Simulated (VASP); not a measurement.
# Rb (Im-3m) in VASP: single point with r2SCAN

Aim: the single point of Rb with r2SCAN.

Everything below comes from runs of VASP 6.6.1. Logs are shortened: lines on timing, memory, paths and dates and some standing lists are left out, and cuts for length are marked.

### Step 1. The cell of the first run

The structure is cubic, space group Im-3m (No. 229). Conventional cell: a = 5.735 Å, b = 5.735 Å, c = 5.735 Å, α = 90.00°, β = 90.00°, γ = 90.00°.

### Step 2. Single point, r2SCAN

POSCAR reads:

```
Rb
1.0
   -2.8677202546      2.8677202546      2.8677202546
    2.8677202546     -2.8677202546      2.8677202546
    2.8677202546      2.8677202546     -2.8677202546
Rb
1
Direct
    0.0000000000      0.0000000000      0.0000000000
```

INCAR.step1 reads:

```
ALGO     = Normal         # electronic algorithm
EDIFF    = 1E-5           # SCF threshold, eV
ENCUT    = 550            # plane-wave cutoff, eV
GGA      = PE             # functional
GGA_COMPAT= False        
ISMEAR   = -1             # smearing method
LASPH    = True           # aspherical terms in the spheres
LCHARG   = False          # write CHGCAR
LREAL    = False          # projectors in reciprocal space
LWAVE    = True           # write WAVECAR
NBANDS   = 10             # bands
NELM     = 120            # most SCF steps
PREC     = Accurate       # precision mode
SIGMA    = 0.1            # smearing width, eV
```

INCAR.step2 reads:

```
ALGO     = Normal         # electronic algorithm
EDIFF    = 1E-6           # SCF threshold, eV
ENCUT    = 550            # plane-wave cutoff, eV
GGA_COMPAT= False        
ISIF     = 2              # what is computed and relaxed
ISMEAR   = -1             # smearing method
ISTART   = 1            
LASPH    = True           # aspherical terms in the spheres
LCHARG   = False          # write CHGCAR
LMIXTAU  = True         
LREAL    = False          # projectors in reciprocal space
LWAVE    = False          # write WAVECAR
METAGGA  = R2SCAN         # meta-GGA
NBANDS   = 10             # bands
NELM     = 120            # most SCF steps
PREC     = Accurate       # precision mode
SIGMA    = 0.1            # smearing width, eV
```

KPOINTS reads:

```
k-points
0
Gamma
  4 4 4
```

Potentials or basis: VASP PAW PBE potentials, release 64 (Rb_sv).

Run with:

```bash
cat potpaw_PBE.64/Rb_sv/POTCAR > POTCAR
cp INCAR.step1 INCAR
mpirun -np 1 vasp_std > vasp.out
cp INCAR.step2 INCAR
mpirun -np 1 vasp_std > vasp.out
```

OUTCAR:

```text
EDIFF = 1E-6
   ENCUT = 550
   ISIF = 2
   ISMEAR = -1
   ISTART = 1
   LASPH = True
   LREAL = False
   METAGGA = R2SCAN
   NELM = 120
   PREC = Accurate

 ion  position               nearest neighbor table
   1  0.000  0.000  0.000-

  LATTYP: Found a body centered cubic cell.
 ALAT       =     5.7354405092

  Lattice vectors:

 A1 = (  -2.8677202546,   2.8677202546,   2.8677202546)
 A2 = (   2.8677202546,  -2.8677202546,   2.8677202546)
 A3 = (   2.8677202546,   2.8677202546,  -2.8677202546)

Analysis of symmetry for initial positions (statically):
=====================================================================
 Subroutine PRICEL returns:
 Original cell was already a primitive cell.

 Routine SETGRP: Setting up the symmetry group for a
 body centered cubic supercell.

 Subroutine GETGRP returns: Found 48 space group operations
 (whereof 48 operations were pure point group operations)
 out of a pool of 48 trial point group operations.

The static configuration has the point symmetry O_h .

Analysis of symmetry for dynamics (positions and initial velocities):
=====================================================================
 Subroutine PRICEL returns:
 Original cell was already a primitive cell.

 Routine SETGRP: Setting up the symmetry group for a
 body centered cubic supercell.

 Subroutine GETGRP returns: Found 48 space group operations
 (whereof 48 operations were pure point group operations)
 out of a pool of 48 trial point group operations.

The dynamic configuration has the point symmetry O_h .

 Subroutine INISYM returns: Found 48 space group operations
 (whereof 48 operations are pure point group operations),
 and found     1 'primitive' translations

----------------------------------------------------------------------------------------

                                     Primitive cell

  volume of cell :      94.3345

  direct lattice vectors                    reciprocal lattice vectors
    -2.867720255  2.867720255  2.867720255     0.000000000  0.174354524  0.174354524
     2.867720255 -2.867720255  2.867720255     0.174354524  0.000000000  0.174354524
     2.867720255  2.867720255 -2.867720255     0.174354524  0.174354524  0.000000000

  length of vectors
     4.967037183  4.967037183  4.967037183     0.246574533  0.246574533  0.246574533

[... 62 lines left out ...]
   LREAL  =      F    real-space projection
   EDIFFG = 0.1E-04   stopping-criterion for IOM
   NSW    =      0    number of steps for IOM
   IBRION =     -1    ionic relax: 0-MD 1-quasi-New 2-CG
   NFREE  =      0    steps in history (QN), initial steepest desc. (CG)
   ISIF   =      2    stress and relaxation
   ISYM   =      2    0-nonsym 1-usesym 2-fastsym
   POTIM  = 0.5000    time-step for ionic-motion
   TEBEG  =    0.0;   TEEND  =   0.0 temperature during run
   PSTRESS=    0.0 pullay stress
   NELECT =       9.0000    total number of electrons
   NUPDOWN=      -1.0000    fix difference up-down
   EMIN   =  10.00;   EMAX   =-10.00  energy-range for DOS
   EFERMI =   0.00;   METHOD = LEGACY
   ISMEAR =    -1;   SIGMA  =   0.10  broadening in eV -4-tet -1-fermi 0-gaus
   EFERMI_NEDOS =   21; number of points for ismear=-14 and -15
   IALGO  =     38    algorithm
   IMIX   =      4    mixing-type and parameters
     AMIX     =   0.40;   BMIX     =  1.00
     AMIX_MAG =   1.60;   BMIX_MAG =  1.00
  volume/ion in A,a.u.               =      94.33       636.60
  Fermi-wavevector in a.u.,A,eV,Ry     =   0.748053  1.413615  7.613588  0.559583
  Thomas-Fermi vector in A             =   1.844251
   LORBIT       =      0    0 simple, 1 ext, 2 COOP (PROOUT), +10 PAW based schemes
   METAGGA = R2SCAN    functional components
   LHFCALC =     F    Hartree Fock is set to
   AEXX    =    0.0000 exact exchange contribution
   IVDW    =     0    specifies the selected vdW correction
   LEPSILON=     F    determine dielectric tensor
   LRPA    =     F    only Hartree local field effects (RPA)
 non-spin polarized calculation
  energy-cutoff  :      550.00
  volume of cell :       94.33
 maximum number of plane-waves:      2779
 NGX is ok and might be reduce to    40
   NGX = 19   NGY = 19   NGZ = 19

 number of electron       9.0000000 magnetization

 Free energy of the ion-electron system (eV)
  ---------------------------------------------------
  ext. energy  EPLUGINS =         0.00000000
  ---------------------------------------------------
  free energy    TOTEN  =       -13.89666073 eV

  energy without entropy =      -13.84224885  energy(sigma->0) =      -13.86945479

 E-fermi :  -0.0161     XC(G=0):  -5.6318

 val. band max:       -0.0304000756   @ k =   0.2500   0.2500   0.0000
 cond. band min:       0.3506454945   @ k =   0.5000   0.0000   0.0000
 fundamental gap:      0.3810455701
 Fermi energy:        -0.0161409713

 k-point     1 :       0.0000    0.0000    0.0000
  band No.  band energies     occupation
      1     -30.1066      2.00000
      2     -13.5996      2.00000
      3     -13.5996      2.00000
      4     -13.5996      2.00000
      5      -2.0526      2.00000
      6       4.0733      0.00000
      7       4.0733      0.00000
      8       4.0733      0.00000
      9       5.0261      0.00000
     10       5.0261      0.00000
[... 79 lines left out ...]
 k-point     8 :       0.5000    0.5000    0.5000
  band No.  band energies     occupation
      1     -30.0999      2.00000
      2     -13.6604      2.00000
      3     -13.6604      2.00000
      4     -13.6604      2.00000
      5       1.3284      0.00000
      6       1.3284      0.00000
      7       3.4200      0.00000
      8       3.4200      0.00000
      9       3.4200      0.00000
     10       5.4526      0.00000

------------------------ aborting loop because EDIFF is reached ----------------------------------------

  FORCE on cell =-STRESS in cart. coord.  units (eV):
  Direction    XX          YY          ZZ          XY          YZ          ZX
  --------------------------------------------------------------------------------------
  -------------------------------------------------------------------------------------
  Total        0.0513249      0.0513249      0.0513249     -0.0000000      0.0000000     -0.0000000
  in kB        0.8717032      0.8717032      0.8717032     -0.0000000      0.0000000     -0.0000000
  external PRESSURE =       0.8717032 kB  Pullay stress =       0.0000000 kB

 VOLUME and BASIS-vectors are now :
 -----------------------------------------------------------------------------
  energy-cutoff  :      550.00
  volume of cell :       94.33
      direct lattice vectors                 reciprocal lattice vectors
    -2.867720255  2.867720255  2.867720255     0.000000000  0.174354524  0.174354524
     2.867720255 -2.867720255  2.867720255     0.174354524  0.000000000  0.174354524
     2.867720255  2.867720255 -2.867720255     0.174354524  0.174354524  0.000000000

 POSITION                                       TOTAL-FORCE (eV/Angst)
 -----------------------------------------------------------------------------------
      0.00000      0.00000      0.00000         0.000000     -0.000000      0.000000
 -----------------------------------------------------------------------------------
    total drift:                                0.000000     -0.000000     -0.000000

  FREE ENERGIE OF THE ION-ELECTRON SYSTEM (eV)
  ---------------------------------------------------
  free  energy   TOTEN  =       -13.8966607331 eV

  energy  without entropy=      -13.8422488497  energy(sigma->0) =      -13.86945479
```

OUTCAR.step1:

```text
EDIFF = 1E-5
   ENCUT = 550
   GGA = PE
   ISMEAR = -1
   LASPH = True
[... 300 lines left out ...]

 POSITION                                       TOTAL-FORCE (eV/Angst)
 -----------------------------------------------------------------------------------
      0.00000      0.00000      0.00000         0.000000      0.000000      0.000000
 -----------------------------------------------------------------------------------
    total drift:                               -0.000000      0.000000     -0.000000

  FREE ENERGIE OF THE ION-ELECTRON SYSTEM (eV)
  ---------------------------------------------------
  free  energy   TOTEN  =        -0.9164832054 eV

  energy  without entropy=       -0.8592996387  energy(sigma->0) =       -0.88789142
```

OSZICAR.step1:

```text
N       E                     dE             d eps       ncg     rms          rms(c)
DAV:   1     0.511797005643E+02    0.51180E+02   -0.35835E+03   160   0.698E+02
DAV:   2     0.244946989104E+01   -0.48730E+02   -0.47937E+02   180   0.128E+02
DAV:   3    -0.744102934705E+00   -0.31936E+01   -0.31887E+01   228   0.351E+01
DAV:   4    -0.912810665792E+00   -0.16871E+00   -0.16860E+00   222   0.634E+00
DAV:   5    -0.914439757149E+00   -0.16291E-02   -0.16290E-02   198   0.728E-01    0.124E+00
DAV:   6    -0.915275834775E+00   -0.83608E-03   -0.21104E-03   234   0.261E-01    0.744E-01
DAV:   7    -0.916341019357E+00   -0.10652E-02   -0.29051E-03   180   0.312E-01    0.452E-02
DAV:   8    -0.916464462775E+00   -0.12344E-03   -0.94767E-05   176   0.759E-02    0.221E-02
DAV:   9    -0.916483764087E+00   -0.19301E-04   -0.20002E-05   202   0.340E-02    0.548E-03
DAV:  10    -0.916483205420E+00    0.55867E-06   -0.34948E-06   100   0.110E-02
   1 F= -.91648321E+00 E0= -.88789142E+00  d E =-.571836E-01
```

It took 1.8 min on 1 thread of Intel Xeon 8259CL, shared host; peak memory 0.25 GiB.

What came out:

```yaml
Free_energy: -13.8967 eV
Pressure: 0.1 GPa
```

Caveat: the k points lie up to 0.39 Å⁻¹ apart; the PAW data sets were made with another functional, which shifts forces and pressure a little.
